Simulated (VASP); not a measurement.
# Si4F in VASP: further runs

The runs below take Si4F through single point, with PBE.

Program: VASP 6.6.1. These are calculated values, not measurements. Logs are shortened: lines on timing, memory, paths and dates and some standing lists are left out, and cuts for length are marked.

### Step 1. The cell of the first run

The cell holds a slab with vacuum, 5 atoms: a = 3.868 Å, b = 3.868 Å, c = 19.437 Å, α = 90.00°, β = 90.00°, γ = 120.00°.

### Step 2. Single point, PBE, collinear spin

INCAR

```
SYSTEM = Si4F
PREC = Accurate
ENCUT = 520
EDIFF = 1E-7
ISMEAR = 0
SIGMA = 0.05
LREAL = .FALSE.
LASPH = .TRUE.
NELM = 150
ALGO = Normal
ISIF = 2
LWAVE = .FALSE.
LCHARG = .FALSE.
ISPIN = 2
MAGMOM = 0 0 0 0 1
LORBIT = 11
LDIPOL = .TRUE.
IDIPOL = 3
DIPOL = 0.5 0.5 0.342
GGA = PE
NBANDS = 24
```

KPOINTS

```
regular mesh
0
G
  9 9 1
  0 0 0
```

POSCAR

```
Si4F
1.0
    3.8675355481      0.0000000000      0.0000000000
   -1.9337677741      3.3493840347      0.0000000000
    0.0000000000      0.0000000000     19.4372968034
Si F
4 1
Direct
    0.3333333333      0.6666666667      0.2057899326
    0.0000000000      0.0000000000      0.2464055283
    0.0000000000      0.0000000000      0.3748662348
    0.6666666667      0.3333333333      0.4083539436
    0.8333333333      1.0000000000      0.4763148560
```

Potentials or basis: VASP PAW PBE potentials, release 64 (Si, F).

Launch:

```bash
cat potpaw_PBE.64/Si/POTCAR potpaw_PBE.64/F/POTCAR > POTCAR
mpirun -np 1 vasp_std > vasp.out
```

OUTCAR:

```text
SYSTEM = Si4F
   PREC = Accurate
   ENCUT = 520
   EDIFF = 1E-7
   ISMEAR = 0
   LREAL = .FALSE.
   LASPH = .TRUE.
   NELM = 150
   ISIF = 2
   ISPIN = 2
   LORBIT = 11
   GGA = PE

 ion  position               nearest neighbor table
   1  0.333  0.667  0.206-   2 2.37   2 2.37   2 2.37
   2  0.000  0.000  0.246-   1 2.37   1 2.37   1 2.37   3 2.50
   3  0.000  0.000  0.375-   5 2.07   4 2.33   4 2.33   4 2.33   2 2.50
   4  0.667  0.333  0.408-   5 2.16   3 2.33   3 2.33   3 2.33
   5  0.833  0.000  0.476-   3 2.07   4 2.16

  LATTYP: Found a hexagonal cell.
 ALAT       =     3.8675355481
 C/A-ratio  =     5.0257577627

  Lattice vectors:

 A1 = (   3.8675355481,   0.0000000000,   0.0000000000)
 A2 = (  -1.9337677741,   3.3493840347,   0.0000000000)
 A3 = (   0.0000000000,   0.0000000000,  19.4372968034)

Analysis of symmetry for initial positions (statically):
=====================================================================
 Subroutine PRICEL returns:
 Original cell was already a primitive cell.

 Routine SETGRP: Setting up the symmetry group for a
 hexagonal supercell.

 Subroutine GETGRP returns: Found  1 space group operations
 (whereof  1 operations were pure point group operations)
 out of a pool of 24 trial point group operations.

The static configuration has the point symmetry C_1 .

Analysis of symmetry for dynamics (positions and initial velocities):
=====================================================================
 Subroutine PRICEL returns:
 Original cell was already a primitive cell.

 Routine SETGRP: Setting up the symmetry group for a
 hexagonal supercell.

 Subroutine GETGRP returns: Found  1 space group operations
 (whereof  1 operations were pure point group operations)
 out of a pool of 24 trial point group operations.

The dynamic configuration has the point symmetry C_1 .

Analysis of structural, dynamic, and magnetic symmetry:
=====================================================================
 Subroutine PRICEL returns:
 Original cell was already a primitive cell.

 Routine SETGRP: Setting up the symmetry group for a
 hexagonal supercell.

 Subroutine GETGRP returns: Found  1 space group operations
 (whereof  1 operations were pure point group operations)
 out of a pool of 24 trial point group operations.

The overall configuration has the point symmetry C_1 .

 Subroutine INISYM returns: Found  1 space group operations
 (whereof  1 operations are pure point group operations),
 and found     1 'primitive' translations

----------------------------------------------------------------------------------------

                                     Primitive cell

  volume of cell :     251.7881

  direct lattice vectors                    reciprocal lattice vectors
     3.867535548  0.000000000  0.000000000     0.258562588  0.149281180  0.000000000
    -1.933767774  3.349384035  0.000000000     0.000000000  0.298562359  0.000000000
     0.000000000  0.000000000 19.437296803     0.000000000  0.000000000  0.051447483

  length of vectors
     3.867535548  3.867535548 19.437296803     0.298562359  0.298562359  0.051447483

  position of ions in fractional coordinates (direct lattice)
     0.333333333  0.666666667  0.205789933
     0.000000000  0.000000000  0.246405528
     0.000000000  0.000000000  0.374866235
     0.666666667  0.333333333  0.408353944
     0.833333333  0.000000000  0.476314856

  ion indices of the primitive-cell ions
   primitive index   ion index
                 1           1
                 2           2
                 3           3
                 4           4
                 5           5

----------------------------------------------------------------------------------------

 KPOINTS: regular mesh

Automatic generation of k-mesh.
 Grid dimensions read from file:
 generate k-points for:    9    9    1

 Generating k-lattice:

  Cartesian coordinates                     Fractional coordinates (reciprocal lattice)
     0.028729176  0.016586798  0.000000000     0.111111111  0.000000000  0.000000000
     0.000000000  0.033173595  0.000000000     0.000000000  0.111111111  0.000000000
[... 41 lines left out ...]
   number of dos      NEDOS =    301   number of ions     NIONS =      5
   total plane-waves  NPLWV = 135000
   dimension x,y,z NGX =    30 NGY =   30 NGZ =  150
   dimension x,y,z NGXF=    60 NGYF=   60 NGZF=  300
   ions per type =               4   1
   NGX,Y,Z   is equivalent  to a cutoff of  12.90, 12.90, 12.83 a.u.
   NGXF,Y,Z  is equivalent  to a cutoff of  25.79, 25.79, 25.66 a.u.
 SYSTEM =  Si4F
   PREC   = accura    normal or accurate (medium, high low for compatibility)
   ISTART =      0    job   : 0-new  1-cont  2-samecut
   ICHARG =      2    charge: 1-file 2-atom 10-const
   ISPIN  =      2    spin polarized calculation?
   LNONCOLLINEAR =      F non collinear calculations
   LSORBIT =      F    spin-orbit coupling
   LASPH  =      T    aspherical Exc in radial PAW
   ENCUT  =  520.0 eV  38.22 Ry    6.18 a.u.   7.19  7.19 36.14*2*pi/ulx,y,z
   NELM   =    150;   NELMIN=  2; NELMDL= -5     # of ELM steps
   EDIFF  = 0.1E-06   stopping-criterion for ELM
   LREAL  =      F    real-space projection
   EDIFFG = 0.1E-05   stopping-criterion for IOM
   NSW    =      0    number of steps for IOM
   IBRION =     -1    ionic relax: 0-MD 1-quasi-New 2-CG
   NFREE  =      0    steps in history (QN), initial steepest desc. (CG)
   ISIF   =      2    stress and relaxation
   ISYM   =      2    0-nonsym 1-usesym 2-fastsym
   POTIM  = 0.5000    time-step for ionic-motion
   TEBEG  =    0.0;   TEEND  =   0.0 temperature during run
   PSTRESS=    0.0 pullay stress
   NELECT =      23.0000    total number of electrons
   NUPDOWN=      -1.0000    fix difference up-down
   EMIN   =  10.00;   EMAX   =-10.00  energy-range for DOS
   EFERMI =   0.00;   METHOD = LEGACY
   ISMEAR =     0;   SIGMA  =   0.05  broadening in eV -4-tet -1-fermi 0-gaus
   EFERMI_NEDOS =   21; number of points for ismear=-14 and -15
   IALGO  =     38    algorithm
   IMIX   =      4    mixing-type and parameters
     AMIX     =   0.40;   BMIX     =  1.00
     AMIX_MAG =   1.60;   BMIX_MAG =  1.00
  volume/ion in A,a.u.               =      50.36       339.83
  Fermi-wavevector in a.u.,A,eV,Ry     =   0.737291  1.393278  7.396105  0.543598
  Thomas-Fermi vector in A             =   1.830937
   LORBIT       =     11    0 simple, 1 ext, 2 COOP (PROOUT), +10 PAW based schemes
   GGA     = PE    functional components
   LHFCALC =     F    Hartree Fock is set to
   AEXX    =    0.0000 exact exchange contribution
   IVDW    =     0    specifies the selected vdW correction
   LEPSILON=     F    determine dielectric tensor
   LRPA    =     F    only Hartree local field effects (RPA)
 spin polarized calculation
 Gauss-broadening in eV      SIGMA  =   0.05
  energy-cutoff  :      520.00
  volume of cell :      251.79
 maximum number of plane-waves:      6807
 NGX is ok and might be reduce to    30
   NGX = 15   NGY = 15   NGZ = 73

 dipolmoment           0.000000      0.000000     -0.055427 electrons x Angstroem

 number of electron      22.9999995 magnetization       0.5710471

 dipolmoment           0.000000      0.000000      0.101900 electrons x Angstroem

 Free energy of the ion-electron system (eV)
  ---------------------------------------------------
  ext. energy  EPLUGINS =         0.00000000
  ---------------------------------------------------
  free energy    TOTEN  =       -23.70703130 eV

  energy without entropy =      -23.70375684  energy(sigma->0) =      -23.70539407

 E-fermi :  -1.6967     XC(G=0):  -4.0821

 val. band max:       -1.7025065968   @ k =   0.1111   0.0000   0.0000
 cond. band min:      -1.6767187397   @ k =  -0.4444   0.2222   0.0000
 fundamental gap:      0.0257878570
 Fermi energy:        -1.6966650743

 spin component 1

 k-point     1 :       0.0000    0.0000    0.0000
  band No.  band energies     occupation
      1     -25.0430      1.00000
      2     -12.9383      1.00000
      3     -11.8563      1.00000
      4      -7.3724      1.00000
      5      -6.9036      1.00000
      6      -6.0809      1.00000
[... 613 lines left out ...]
     22       5.9663      0.00000
     23       6.0224      0.00000

 [... further k-points ...]

 spin component 2

 k-point     1 :       0.0000    0.0000    0.0000
  band No.  band energies     occupation
      1     -25.0084      1.00000
      2     -12.8505      1.00000
      3     -11.7506      1.00000
      4      -7.2826      1.00000
      5      -6.8535      1.00000
      6      -6.0450      1.00000
[... 613 lines left out ...]
     22       6.0726      0.00000
     23       6.1904      0.00000

 [... further k-points ...]

 [bands above 23 left out]

------------------------ aborting loop because EDIFF is reached ----------------------------------------

 vacuum level on the upper side and lower side of the slab       (xc-potential included)         0.598        -0.787

  FORCE on cell =-STRESS in cart. coord.  units (eV):
  Direction    XX          YY          ZZ          XY          YZ          ZX
  --------------------------------------------------------------------------------------
  -------------------------------------------------------------------------------------
  Total       -0.5743483      0.3216454     -1.1880980      0.6668212      1.3534761     -1.6396452
  in kB       -3.6546924      2.0466937     -7.5601029      4.2431153      8.6124367    -10.4333875
  external PRESSURE =      -3.0560338 kB  Pullay stress =       0.0000000 kB

 VOLUME and BASIS-vectors are now :
 -----------------------------------------------------------------------------
  energy-cutoff  :      520.00
  volume of cell :      251.79
      direct lattice vectors                 reciprocal lattice vectors
     3.867535548  0.000000000  0.000000000     0.258562588  0.149281180  0.000000000
    -1.933767774  3.349384035  0.000000000     0.000000000  0.298562359  0.000000000
     0.000000000  0.000000000 19.437296803     0.000000000  0.000000000  0.051447483

 POSITION                                       TOTAL-FORCE (eV/Angst)
 -----------------------------------------------------------------------------------
     -0.00000      2.23292      4.00000         0.005553     -0.027754      0.557244
      0.00000      0.00000      4.78946         0.148510     -0.047940     -0.363488
      0.00000      0.00000      7.28639        -0.076793     -0.036208      0.210241
      1.93377      1.11646      7.93730         0.831456     -0.697979     -0.439870
      3.22295      0.00000      9.25827        -0.908726      0.809882      0.035873
 -----------------------------------------------------------------------------------
    total drift:                                0.000148      0.000033     -0.000660

  FREE ENERGIE OF THE ION-ELECTRON SYSTEM (eV)
  ---------------------------------------------------
  free  energy   TOTEN  =       -23.7070312968 eV

  energy  without entropy=      -23.7037568362  energy(sigma->0) =      -23.70539407

 vacuum level on the upper side and lower side of the slab         4.446         3.017

 total charge

# of ion       s       p       d       tot
------------------------------------------
    1        0.803   0.829   0.000   1.632
    2        0.772   0.876   0.000   1.648
    3        0.771   0.862   0.000   1.633
    4        0.811   0.787   0.000   1.598
    5        1.754   4.266   0.000   6.020
--------------------------------------------------
tot          4.912   7.619   0.000  12.531

 magnetization (x)

# of ion       s       p       d       tot
------------------------------------------
    1        0.019   0.102   0.000   0.122
    2        0.000   0.006   0.000   0.006
    3        0.003   0.020   0.000   0.023
    4        0.011   0.032   0.000   0.043
    5        0.002   0.015   0.000   0.017
--------------------------------------------------
tot          0.036   0.175   0.000   0.211
```

Run time: 11 min. Hardware: 1 thread of Intel Xeon 6975P-C (Granite Rapids), shared host; peak memory 0.68 GiB.

Results:

- Free energy: -23.7070 eV
- Largest force: 1.218 eV/Å
- Net moment: 0.57 μB per cell
- Site moments: Si +0.12, +0.01, +0.02, +0.04; F +0.02 μB
- Valence electrons inside the program's atomic spheres: Si 1.63, 1.65, 1.60 (each value once); F 6.02

Forces on the atoms (eV/Å):
```
Si   0.006 -0.028  0.557
Si   0.149 -0.048 -0.363
Si  -0.077 -0.036  0.210
Si   0.831 -0.698 -0.440
F   -0.909  0.810  0.036
```

Caveat: a moment this small can come from the mesh or the smearing.

### Step 3. Single point, PBE, collinear spin

INCAR

```
SYSTEM = Si4F
ALGO = Normal ; DIPOL = 0.5 0.5 0.345
EDIFF = 1E-7 ; ENCUT = 520
GGA = PE ; IDIPOL = 3
ISIF = 2 ; ISMEAR = 0
ISPIN = 2 ; LASPH = .True.
LCHARG = .False. ; LDIPOL = .True.
LORBIT = 11 ; LREAL = .False.
LWAVE = .False. ; MAGMOM = 0 0 0 0 1
NBANDS = 24 ; NELM = 150
PREC = Accurate ; SIGMA = 0.05
```

KPOINTS

```
k-points
0
Gamma
  9 9 1
  0 0 0
```

POSCAR: that of step 2 with these lines changed.

```diff
@@ -12,2 +12,2 @@
     0.6666666667      0.3333333333      0.4083539436
-    0.8333333333      1.0000000000      0.4763148560
+    0.6666666667      0.5000000000      0.4873129930
```

Potentials or basis: VASP PAW PBE potentials, release 64 (Si, F).

Launch:

```bash
cat potpaw_PBE.64/Si/POTCAR potpaw_PBE.64/F/POTCAR > POTCAR
mpirun -np 1 vasp_std > vasp.out
```

OUTCAR:

```text
SYSTEM = Si4F
   EDIFF = 1E-7
   ENCUT = 520
   GGA = PE
   ISIF = 2
   ISMEAR = 0
   ISPIN = 2
   LASPH = .True.
   LORBIT = 11
   LREAL = .False.
   NELM = 150
   PREC = Accurate

 ion  position               nearest neighbor table
   1  0.333  0.667  0.206-   2 2.37   2 2.37   2 2.37
   2  0.000  0.000  0.246-   1 2.37   1 2.37   1 2.37   3 2.50
   3  0.000  0.000  0.375-   4 2.33   4 2.33   4 2.33   2 2.50
   4  0.667  0.333  0.408-   5 1.66   3 2.33   3 2.33   3 2.33
   5  0.667  0.500  0.487-   4 1.66

  LATTYP: Found a hexagonal cell.
 ALAT       =     3.8675355481
 C/A-ratio  =     5.0257577627

  Lattice vectors:

 A1 = (   3.8675355481,   0.0000000000,   0.0000000000)
 A2 = (  -1.9337677741,   3.3493840347,   0.0000000000)
 A3 = (   0.0000000000,   0.0000000000,  19.4372968034)

Analysis of symmetry for initial positions (statically):
=====================================================================
 Subroutine PRICEL returns:
 Original cell was already a primitive cell.

 Routine SETGRP: Setting up the symmetry group for a
 hexagonal supercell.

 Subroutine GETGRP returns: Found  1 space group operations
 (whereof  1 operations were pure point group operations)
 out of a pool of 24 trial point group operations.

The static configuration has the point symmetry C_1 .

Analysis of symmetry for dynamics (positions and initial velocities):
=====================================================================
 Subroutine PRICEL returns:
 Original cell was already a primitive cell.

 Routine SETGRP: Setting up the symmetry group for a
 hexagonal supercell.

 Subroutine GETGRP returns: Found  1 space group operations
 (whereof  1 operations were pure point group operations)
 out of a pool of 24 trial point group operations.

The dynamic configuration has the point symmetry C_1 .
[... 174 lines left out ...]
 fundamental gap:      0.2002728239
 Fermi energy:        -1.6983904000

 spin component 1

 k-point     1 :       0.0000    0.0000    0.0000
  band No.  band energies     occupation
      1     -26.0789      1.00000
      2     -13.0211      1.00000
      3     -11.9574      1.00000
      4      -8.5206      1.00000
      5      -6.8930      1.00000
      6      -6.7374      1.00000
[... 613 lines left out ...]
     22       6.0081      0.00000
     23       6.2086      0.00000

 [... further k-points ...]

 spin component 2

 k-point     1 :       0.0000    0.0000    0.0000
  band No.  band energies     occupation
      1     -26.0411      1.00000
      2     -12.8692      1.00000
      3     -11.7682      1.00000
      4      -8.4397      1.00000
      5      -6.8385      1.00000
      6      -6.7079      1.00000
[... 613 lines left out ...]
     22       6.2155      0.00000
     23       6.3206      0.00000

 [... further k-points ...]

 [bands above 23 left out]

------------------------ aborting loop because EDIFF is reached ----------------------------------------

 vacuum level on the upper side and lower side of the slab       (xc-potential included)         0.788        -0.790

  FORCE on cell =-STRESS in cart. coord.  units (eV):
  Direction    XX          YY          ZZ          XY          YZ          ZX
  --------------------------------------------------------------------------------------
  -------------------------------------------------------------------------------------
  Total        0.3725579      0.6925853     -1.0893814      0.4930064     -1.5464696      0.5973806
  in kB        2.3706595      4.4070578     -6.9319498      3.1370977     -9.8404928      3.8012509
  external PRESSURE =      -0.0514108 kB  Pullay stress =       0.0000000 kB

 VOLUME and BASIS-vectors are now :
 -----------------------------------------------------------------------------
  energy-cutoff  :      520.00
  volume of cell :      251.79
      direct lattice vectors                 reciprocal lattice vectors
     3.867535548  0.000000000  0.000000000     0.258562588  0.149281180  0.000000000
    -1.933767774  3.349384035  0.000000000     0.000000000  0.298562359  0.000000000
     0.000000000  0.000000000 19.437296803     0.000000000  0.000000000  0.051447483

 POSITION                                       TOTAL-FORCE (eV/Angst)
 -----------------------------------------------------------------------------------
     -0.00000      2.23292      4.00000        -0.003392      0.020282      0.496804
      0.00000      0.00000      4.78946        -0.057553      0.129120      0.062176
      0.00000      0.00000      7.28639         0.219316     -0.129299     -1.319636
      1.93377      1.11646      7.93730        -0.513797      0.725619      0.595601
      1.61147      1.67469      9.47205         0.355426     -0.745722      0.165054
 -----------------------------------------------------------------------------------
    total drift:                                0.000074     -0.000153      0.000181

  FREE ENERGIE OF THE ION-ELECTRON SYSTEM (eV)
  ---------------------------------------------------
  free  energy   TOTEN  =       -25.3298771680 eV

  energy  without entropy=      -25.3298682901  energy(sigma->0) =      -25.32987273

 vacuum level on the upper side and lower side of the slab         4.655         3.007

 total charge

# of ion       s       p       d       tot
------------------------------------------
    1        0.791   0.846   0.000   1.636
    2        0.756   0.891   0.000   1.647
    3        0.764   0.937   0.000   1.702
    4        0.742   0.890   0.000   1.632
    5        1.748   4.354   0.000   6.102
--------------------------------------------------
tot          4.801   7.917   0.000  12.718

 magnetization (x)

# of ion       s       p       d       tot
------------------------------------------
    1        0.038   0.193   0.000   0.231
    2        0.004   0.013   0.000   0.017
    3        0.009   0.056   0.000   0.065
    4        0.005   0.012   0.000   0.017
    5        0.001   0.017   0.000   0.018
--------------------------------------------------
tot          0.056   0.292   0.000   0.348
```

stdout:

```text
POSCAR found type information on POSCAR SiF
 POSCAR found :  2 types and       5 ions
 scaLAPACK will be used
 LDA part: xc-table for (Slater+PW92), standard interpolation
 POSCAR, INCAR and KPOINTS ok, starting setup
 FFT: planning ... GRIDC
 FFT: planning ... GRID_SOFT
 FFT: planning ... GRID
 WAVECAR not read
 entering main loop
```

It took 27 min on 1 thread of Intel Xeon 8259CL, shared host; peak memory 0.68 GiB.

Results:

| Quantity | Value |
| --- | --- |
| Free energy | -25.3299 eV |
| Largest force | 1.344 eV/Å |
| Band gap on the k mesh | 0.20 eV (least direct gap 0.37 eV) |
| Net moment | 1.00 μB per cell |
| Site moments | Si +0.23, +0.02, +0.07 (each value once); F +0.02 μB |
| Valence electrons inside the program's atomic spheres | Si 1.64, 1.65, 1.70, 1.63; F 6.10 |

Forces on the atoms (eV/Å):
```
Si  -0.003  0.020  0.497
Si  -0.058  0.129  0.062
Si   0.219 -0.129 -1.320
Si  -0.514  0.726  0.596
F    0.355 -0.746  0.165
```

Levels at points of the mesh, in eV from the valence-band top:
Spin up:
```csv
k point,band 10,band 11,band 12,band 13,band 14,band 15
"(0.00, 0.00, 0.00)",-0.52,-0.24,0.00,1.48,2.53,3.08
```
Spin down:
```csv
k point,band 8,band 9,band 10,band 11,band 12,band 13,band 14,band 15
"(0.00, 0.00, 0.00)",-0.84,-0.59,-0.19,-0.07,0.37,1.70,2.96,3.21
```

Caveat: semilocal functionals underestimate gaps, and a narrow one can read as zero.

The gap in the log of VASP goes by the Fermi energy; the results here count the filled bands.